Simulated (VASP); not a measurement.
# Nb3RuC (Pm-3m) in VASP: further runs

Nb3RuC is run at these levels: PBE; tasks: single point, relaxation of cell and atoms.

All numbers are computed with VASP 6.6.1; they aren't measurements. Logs are shortened: lines on timing, memory, paths and dates and some standing lists are left out, and cuts for length are marked.

## 1. The cell of the first run

The structure is cubic, space group Pm-3m (No. 221). The conventional cell has a = 4.745 Å, b = 4.745 Å, c = 4.745 Å, α = 90.00°, β = 90.00°, γ = 90.00°. Nb (site symmetry 4/mmm) has 2 Ru at 2.37 Å within 3.1 Å. Within 3.1 Å of Ru (site symmetry m-3m) lie 6 Nb at 2.37 Å. C (site symmetry m-3m) has 12 Nb at 3.35 Å and 8 Ru at 4.11 Å within 4.4 Å.

The cell was built from a structure type or drawn by symmetry, and may not be a known phase.

## 2. Single point, PBE

Input file INCAR:

```
SYSTEM = Nb3RuC
PREC = Accurate
ENCUT = 520
EDIFF = 1E-6
ISMEAR = 0
SIGMA = 0.1
LREAL = .False.
LASPH = .True.
NELM = 100
ALGO = Normal
ISIF = 2
LWAVE = .False.
LCHARG = .False.
GGA = PE
NBANDS = 36
```

Input file KPOINTS:

```
regular mesh
0
Gamma
  4 4 4
  0 0 0
```

Input file POSCAR:

```
Nb3RuC
1.0
    4.7446370106      0.0000000000      0.0000000000
    0.0000000000      4.7446370106      0.0000000000
    0.0000000000      0.0000000000      4.7446370106
Nb Ru C
3 1 1
Direct
    0.5000000000      0.0000000000      0.5000000000
    0.5000000000      0.5000000000      0.0000000000
    0.0000000000      0.5000000000      0.5000000000
    0.5000000000      0.5000000000      0.5000000000
    0.0000000000      0.0000000000      0.0000000000
```

Potentials or basis: VASP PAW PBE potentials, release 64 (Nb_sv, Ru_pv, C).

Run with:

```sh
cat potpaw_PBE.64/Nb_sv/POTCAR potpaw_PBE.64/Ru_pv/POTCAR potpaw_PBE.64/C/POTCAR > POTCAR
mpirun -np 1 vasp_std > vasp.out
```

OUTCAR:

```text
SYSTEM = Nb3RuC
   PREC = Accurate
   ENCUT = 520
   EDIFF = 1E-6
   ISMEAR = 0
   LREAL = .False.
   LASPH = .True.
   NELM = 100
   ISIF = 2
   GGA = PE

 ion  position               nearest neighbor table
   1  0.500  0.000  0.500-   4 2.37   4 2.37
   2  0.500  0.500  0.000-   4 2.37   4 2.37
   3  0.000  0.500  0.500-   4 2.37   4 2.37
   4  0.500  0.500  0.500-   1 2.37   2 2.37   3 2.37   2 2.37   1 2.37   3 2.37
   5  0.000  0.000  0.000-

  LATTYP: Found a simple cubic cell.
 ALAT       =     4.7446370106

  Lattice vectors:

 A1 = (   4.7446370106,   0.0000000000,   0.0000000000)
 A2 = (   0.0000000000,   4.7446370106,   0.0000000000)
 A3 = (   0.0000000000,   0.0000000000,   4.7446370106)

Analysis of symmetry for initial positions (statically):
=====================================================================
 Subroutine PRICEL returns:
 Original cell was already a primitive cell.

 Routine SETGRP: Setting up the symmetry group for a
 simple cubic supercell.

 Subroutine GETGRP returns: Found 48 space group operations
 (whereof 48 operations were pure point group operations)
 out of a pool of 48 trial point group operations.

The static configuration has the point symmetry O_h .

Analysis of symmetry for dynamics (positions and initial velocities):
=====================================================================
 Subroutine PRICEL returns:
 Original cell was already a primitive cell.

 Routine SETGRP: Setting up the symmetry group for a
 simple cubic supercell.

 Subroutine GETGRP returns: Found 48 space group operations
 (whereof 48 operations were pure point group operations)
 out of a pool of 48 trial point group operations.

The dynamic configuration has the point symmetry O_h .

 Subroutine INISYM returns: Found 48 space group operations
 (whereof 48 operations are pure point group operations),
 and found     1 'primitive' translations

----------------------------------------------------------------------------------------

                                     Primitive cell

  volume of cell :     106.8093

  direct lattice vectors                    reciprocal lattice vectors
     4.744637011  0.000000000  0.000000000     0.210764279  0.000000000  0.000000000
     0.000000000  4.744637011  0.000000000     0.000000000  0.210764279  0.000000000
     0.000000000  0.000000000  4.744637011     0.000000000  0.000000000  0.210764279

  length of vectors
     4.744637011  4.744637011  4.744637011     0.210764279  0.210764279  0.210764279

  position of ions in fractional coordinates (direct lattice)
     0.500000000  0.000000000  0.500000000
     0.500000000  0.500000000  0.000000000
     0.000000000  0.500000000  0.500000000
     0.500000000  0.500000000  0.500000000
     0.000000000  0.000000000  0.000000000

  ion indices of the primitive-cell ions
   primitive index   ion index
                 1           1
                 2           2
                 3           3
                 4           4
                 5           5

----------------------------------------------------------------------------------------

 KPOINTS: regular mesh

Automatic generation of k-mesh.
 Grid dimensions read from file:
 generate k-points for:    4    4    4

 Generating k-lattice:

  Cartesian coordinates                     Fractional coordinates (reciprocal lattice)
     0.052691070  0.000000000  0.000000000     0.250000000  0.000000000  0.000000000
     0.000000000  0.052691070  0.000000000     0.000000000  0.250000000  0.000000000
     0.000000000  0.000000000  0.052691070     0.000000000  0.000000000  0.250000000

  Length of vectors
     0.052691070  0.052691070  0.052691070

  Shift w.r.t. Gamma in fractional coordinates (k-lattice)
     0.000000000  0.000000000  0.000000000

 Subroutine IBZKPT returns following result:
 ===========================================

 Found     10 irreducible k-points:

 Following reciprocal coordinates:
            Coordinates               Weight
  0.000000  0.000000  0.000000      1.000000
  0.250000  0.000000  0.000000      6.000000
  0.500000  0.000000  0.000000      3.000000
  0.250000  0.250000  0.000000     12.000000
  0.500000  0.250000  0.000000     12.000000
  0.500000  0.500000  0.000000      3.000000
  0.250000  0.250000  0.250000      8.000000
  0.500000  0.250000  0.250000     12.000000
  0.500000  0.500000  0.250000      6.000000
  0.500000  0.500000  0.500000      1.000000
   k-points           NKPTS =     10   k-points in BZ     NKDIM =     10   number of bands    NBANDS=     36
   number of dos      NEDOS =    301   number of ions     NIONS =      5
   total plane-waves  NPLWV =  46656
   dimension x,y,z NGX =    36 NGY =   36 NGZ =   36
   dimension x,y,z NGXF=    72 NGYF=   72 NGZF=   72
   ions per type =               3   1   1
   NGX,Y,Z   is equivalent  to a cutoff of  12.61, 12.61, 12.61 a.u.
   NGXF,Y,Z  is equivalent  to a cutoff of  25.23, 25.23, 25.23 a.u.
 SYSTEM =  Nb3RuC
   PREC   = accura    normal or accurate (medium, high low for compatibility)
   ISTART =      0    job   : 0-new  1-cont  2-samecut
   ICHARG =      2    charge: 1-file 2-atom 10-const
   ISPIN  =      1    spin polarized calculation?
   LNONCOLLINEAR =      F non collinear calculations
   LSORBIT =      F    spin-orbit coupling
   LASPH  =      T    aspherical Exc in radial PAW
   ENCUT  =  520.0 eV  38.22 Ry    6.18 a.u.   8.82  8.82  8.82*2*pi/ulx,y,z
   NELM   =    100;   NELMIN=  2; NELMDL= -5     # of ELM steps
   EDIFF  = 0.1E-05   stopping-criterion for ELM
   LREAL  =      F    real-space projection
   EDIFFG = 0.1E-04   stopping-criterion for IOM
   NSW    =      0    number of steps for IOM
   IBRION =     -1    ionic relax: 0-MD 1-quasi-New 2-CG
   NFREE  =      0    steps in history (QN), initial steepest desc. (CG)
   ISIF   =      2    stress and relaxation
   ISYM   =      2    0-nonsym 1-usesym 2-fastsym
   POTIM  = 0.5000    time-step for ionic-motion
   TEBEG  =    0.0;   TEEND  =   0.0 temperature during run
   PSTRESS=    0.0 pullay stress
   NELECT =      57.0000    total number of electrons
   NUPDOWN=      -1.0000    fix difference up-down
   EMIN   =  10.00;   EMAX   =-10.00  energy-range for DOS
   EFERMI =   0.00;   METHOD = LEGACY
   ISMEAR =     0;   SIGMA  =   0.10  broadening in eV -4-tet -1-fermi 0-gaus
   EFERMI_NEDOS =   21; number of points for ismear=-14 and -15
   IALGO  =     38    algorithm
   IMIX   =      4    mixing-type and parameters
     AMIX     =   0.40;   BMIX     =  1.00
     AMIX_MAG =   1.60;   BMIX_MAG =  1.00
  volume/ion in A,a.u.               =      21.36       144.16
  Fermi-wavevector in a.u.,A,eV,Ry     =   1.327894  2.509356 23.991192  1.763303
  Thomas-Fermi vector in A             =   2.457172
   LORBIT       =      0    0 simple, 1 ext, 2 COOP (PROOUT), +10 PAW based schemes
   GGA     = PE    functional components
   LHFCALC =     F    Hartree Fock is set to
   AEXX    =    0.0000 exact exchange contribution
   IVDW    =     0    specifies the selected vdW correction
   LEPSILON=     F    determine dielectric tensor
   LRPA    =     F    only Hartree local field effects (RPA)
 non-spin polarized calculation
 Gauss-broadening in eV      SIGMA  =   0.10
  energy-cutoff  :      520.00
  volume of cell :      106.81
 maximum number of plane-waves:      2897
 NGX is ok and might be reduce to    36
   NGX = 17   NGY = 17   NGZ = 17

 number of electron      56.9999996 magnetization

 Free energy of the ion-electron system (eV)
  ---------------------------------------------------
  ext. energy  EPLUGINS =         0.00000000
  ---------------------------------------------------
  free energy    TOTEN  =       -38.24363743 eV

  energy without entropy =      -38.20676792  energy(sigma->0) =      -38.22520267

 E-fermi :   7.0535     XC(G=0): -10.7296

 val. band max:        7.0380523387   @ k =   0.5000   0.5000   0.2500
 cond. band min:       7.1560806968   @ k =   0.5000   0.0000   0.0000
 fundamental gap:      0.1180283581
 Fermi energy:         7.0534721989

 k-point     1 :       0.0000    0.0000    0.0000
  band No.  band energies     occupation
      1     -48.5639      2.00000
      2     -48.5277      2.00000
      3     -48.5277      2.00000
      4     -36.4222      2.00000
      5     -36.4222      2.00000
      6     -36.4222      2.00000
[... 28 lines left out ...]
     35       9.6496      0.00000
     36       9.8132      0.00000

 k-point     2 :       0.2500    0.0000    0.0000
  band No.  band energies     occupation
      1     -48.5618      2.00000
      2     -48.5372      2.00000
      3     -48.5276      2.00000
      4     -36.4218      2.00000
      5     -36.4218      2.00000
      6     -36.3689      2.00000
[... 28 lines left out ...]
     35       9.6796      0.00000
     36       9.6996      0.00000

 k-point     3 :       0.5000    0.0000    0.0000
  band No.  band energies     occupation
      1     -48.5547      2.00000
      2     -48.5518      2.00000
      3     -48.5276      2.00000
      4     -36.4213      2.00000
      5     -36.4213      2.00000
      6     -36.3149      2.00000
[... 28 lines left out ...]
     35       8.9976      0.00000
     36       9.6122      0.00000
[... 196 lines left out ...]
 k-point     9 :       0.5000    0.5000    0.2500
  band No.  band energies     occupation
      1     -48.5546      2.00000
      2     -48.5546      2.00000
      3     -48.5471      2.00000
      4     -36.3671      2.00000
      5     -36.3136      2.00000
      6     -36.3136      2.00000
[... 28 lines left out ...]
     35       8.5227      0.00000
     36       8.6184      0.00000

 k-point    10 :       0.5000    0.5000    0.5000
  band No.  band energies     occupation
      1     -48.5546      2.00000
      2     -48.5546      2.00000
      3     -48.5546      2.00000
      4     -36.3132      2.00000
      5     -36.3132      2.00000
      6     -36.3132      2.00000
[... 28 lines left out ...]
     35       7.4502      0.00000
     36       8.4463      0.00000

------------------------ aborting loop because EDIFF is reached ----------------------------------------

  FORCE on cell =-STRESS in cart. coord.  units (eV):
  Direction    XX          YY          ZZ          XY          YZ          ZX
  --------------------------------------------------------------------------------------
  -------------------------------------------------------------------------------------
  Total        0.0464739      0.0464739      0.0464739      0.0000000     -0.0000000      0.0000000
  in kB        0.6971258      0.6971258      0.6971258      0.0000000     -0.0000000      0.0000000
  external PRESSURE =       0.6971258 kB  Pullay stress =       0.0000000 kB

 VOLUME and BASIS-vectors are now :
 -----------------------------------------------------------------------------
  energy-cutoff  :      520.00
  volume of cell :      106.81
      direct lattice vectors                 reciprocal lattice vectors
     4.744637011  0.000000000  0.000000000     0.210764279  0.000000000  0.000000000
     0.000000000  4.744637011  0.000000000     0.000000000  0.210764279  0.000000000
     0.000000000  0.000000000  4.744637011     0.000000000  0.000000000  0.210764279

 POSITION                                       TOTAL-FORCE (eV/Angst)
 -----------------------------------------------------------------------------------
      2.37232      0.00000      2.37232         0.000000      0.000000      0.000000
      2.37232      2.37232      0.00000         0.000000      0.000000      0.000000
      0.00000      2.37232      2.37232         0.000000      0.000000      0.000000
      2.37232      2.37232      2.37232         0.000000      0.000000      0.000000
      0.00000      0.00000      0.00000         0.000000      0.000000      0.000000
 -----------------------------------------------------------------------------------
    total drift:                                0.000000      0.000000      0.000000

  FREE ENERGIE OF THE ION-ELECTRON SYSTEM (eV)
  ---------------------------------------------------
  free  energy   TOTEN  =       -38.2436374273 eV

  energy  without entropy=      -38.2067679157  energy(sigma->0) =      -38.22520267
```

It took 68 s on 1 thread of Intel Xeon 8259CL, shared host; peak memory 0.22 GiB.

What came out:

```yaml
Free_energy: -38.2436 eV
Pressure: 0.1 GPa
Band_gap_on_the_k_mesh: zero (an odd number of electrons rules out a gap without spin polarisation)
```

## 3. Relaxation of cell and atoms, PBE

This run uses another cell than the first one, of 12.39 Å³/atom.

Input file INCAR:

```
SYSTEM = Nb3RuC
ALGO     = Normal         ! electronic algorithm
EDIFF    = 1E-6           ! SCF threshold, eV
EDIFFG   = -0.04          ! ionic threshold
ENCUT    = 600            ! plane-wave cutoff, eV
GGA      = PE             ! functional
IBRION   = 2              ! ionic algorithm
ISIF     = 3              ! what is computed and relaxed
ISMEAR   = 0              ! smearing method
LASPH    = .True.         ! aspherical terms in the spheres
LCHARG   = .False.        ! write CHGCAR
LREAL    = .False.        ! projectors in reciprocal space
LWAVE    = .False.        ! write WAVECAR
NELM     = 100            ! most SCF steps
NSW      = 90             ! ionic steps
PREC     = Accurate       ! precision mode
SIGMA    = 0.1            ! smearing width, eV
```

Input file KPOINTS:

```
k-points
0
Gamma
  4 4 4
  0 0 0
```

POSCAR: that of step 2 with these lines changed.

```diff
@@ -2,5 +2,5 @@
 1.0
-    4.7446370106      0.0000000000      0.0000000000
-    0.0000000000      4.7446370106      0.0000000000
-    0.0000000000      0.0000000000      4.7446370106
+    3.9569523800      0.0000000000      0.0000000000
+    0.0000000000      3.9569523800      0.0000000000
+    0.0000000000      0.0000000000      3.9569523800
 Nb Ru C
```

Potentials or basis: VASP PAW PBE potentials, release 64 (Nb_sv, Ru_pv, C).

Run with:

```sh
cat potpaw_PBE.64/Nb_sv/POTCAR potpaw_PBE.64/Ru_pv/POTCAR potpaw_PBE.64/C/POTCAR > POTCAR
mpirun -np 1 vasp_std > vasp.out
```

OUTCAR:

```text
SYSTEM = Nb3RuC
   EDIFF = 1E-6
   EDIFFG = -0.04
   ENCUT = 600
   GGA = PE
   IBRION = 2
   ISIF = 3
   ISMEAR = 0
   LASPH = .True.
   LREAL = .False.
   NELM = 100
   NSW = 90
   PREC = Accurate

 ion  position               nearest neighbor table
   1  0.500  0.000  0.500-   4 1.98   4 1.98   2 2.80   2 2.80   2 2.80   3 2.80   3 2.80   2 2.80
                             3 2.80   3 2.80
   2  0.500  0.500  0.000-   4 1.98   4 1.98   1 2.80   1 2.80   3 2.80   3 2.80   1 2.80   1 2.80
                             3 2.80   3 2.80
   3  0.000  0.500  0.500-   4 1.98   4 1.98   1 2.80   2 2.80   1 2.80   1 2.80   2 2.80   2 2.80
                             2 2.80   1 2.80
   4  0.500  0.500  0.500-   1 1.98   2 1.98   3 1.98   2 1.98   1 1.98   3 1.98
   5  0.000  0.000  0.000-

  LATTYP: Found a simple cubic cell.
[... 971 lines left out ...]

  FORCE on cell =-STRESS in cart. coord.  units (eV):
  Direction    XX          YY          ZZ          XY          YZ          ZX
  --------------------------------------------------------------------------------------
  -------------------------------------------------------------------------------------
  Total      -45.3669502    -45.3669502    -45.3669502      0.0000000      0.0000000     -0.0000000
  in kB     -251.4969170   -251.4969170   -251.4969170      0.0000000      0.0000000     -0.0000000
  external PRESSURE =    -251.4969170 kB  Pullay stress =       0.0000000 kB
[... 520 lines left out ...]
--------------------------------------- Ionic step        6  -------------------------------------------

 number of electron      56.9999993 magnetization

 Free energy of the ion-electron system (eV)
  ---------------------------------------------------
  ext. energy  EPLUGINS =         0.00000000
  ---------------------------------------------------
  free energy    TOTEN  =       -38.18064653 eV

  energy without entropy =      -38.14393622  energy(sigma->0) =      -38.16229137

 E-fermi :   7.0737     XC(G=0): -10.7372

 val. band max:        7.0584319468   @ k =   0.5000   0.5000   0.2500
 cond. band min:       7.1770149227   @ k =   0.5000   0.0000   0.0000
 fundamental gap:      0.1185829759
 Fermi energy:         7.0737083046
[... 400 lines left out ...]
  FREE ENERGIE OF THE ION-ELECTRON SYSTEM (eV)
  ---------------------------------------------------
  free  energy   TOTEN  =       -38.1806465289 eV

  energy  without entropy=      -38.1439362152  energy(sigma->0) =      -38.16229137

 reached required accuracy - stopping structural energy minimisation
```

CONTCAR:

```text
Nb3RuC
   1.00000000000000
     4.7420949839235051    0.0000000000000000    0.0000000000000000
     0.0000000000000000    4.7420949839235051    0.0000000000000000
    -0.0000000000000000    0.0000000000000000    4.7420949839235051
  Nb              Ru              C
     3     1     1
Direct
     0.5000000000000000    0.0000000000000000    0.5000000000000000
     0.5000000000000000    0.5000000000000000    0.0000000000000000
     0.0000000000000000    0.5000000000000000    0.5000000000000000
     0.5000000000000000    0.5000000000000000    0.5000000000000000
     0.0000000000000000    0.0000000000000000    0.0000000000000000

  0.00000000E+00  0.00000000E+00  0.00000000E+00
  0.00000000E+00  0.00000000E+00  0.00000000E+00
  0.00000000E+00  0.00000000E+00  0.00000000E+00
  0.00000000E+00  0.00000000E+00  0.00000000E+00
  0.00000000E+00  0.00000000E+00  0.00000000E+00
```

Wall time 8.1 min (1 thread of Intel Xeon 8259CL, shared host); peak memory 0.2 GiB.

Results:

```yaml
Free_energy: -38.1806 eV
Relaxed_volume: 21.33 Å³/atom
Relaxed_cell: a = 4.742 Å, b = 4.742 Å, c = 4.742 Å, α = 90.00°, β = 90.00°, γ = 90.00°
Space_group_after_relaxing_to_0.1_Å: Pm-3m (No. 221)
Pressure_after_relaxing: -0.1 GPa
Band_gap_on_the_k_mesh: zero (an odd number of electrons rules out a gap without spin polarisation)
```

Final structure:
```yaml
crystal:
  lattice:
    - [4.74209, 0.00000, 0.00000]
    - [0.00000, 4.74209, 0.00000]
    - [0.00000, 0.00000, 4.74209]
  atoms:
    - { symbol: Nb, position: [0.50000, 0.00000, 0.50000] }
    - { symbol: Nb, position: [0.50000, 0.50000, 0.00000] }
    - { symbol: Nb, position: [0.00000, 0.50000, 0.50000] }
    - { symbol: Ru, position: [0.50000, 0.50000, 0.50000] }
    - { symbol: C, position: [0.00000, 0.00000, 0.00000] }
```

Caveat: the k points lie up to 0.33 Å⁻¹ apart in the final cell, too coarse for converged energies and pressures of a metal; the volume moved by over 15 % at a fixed basis, so the end points are rough.

(Continued in part 2 of 2.)
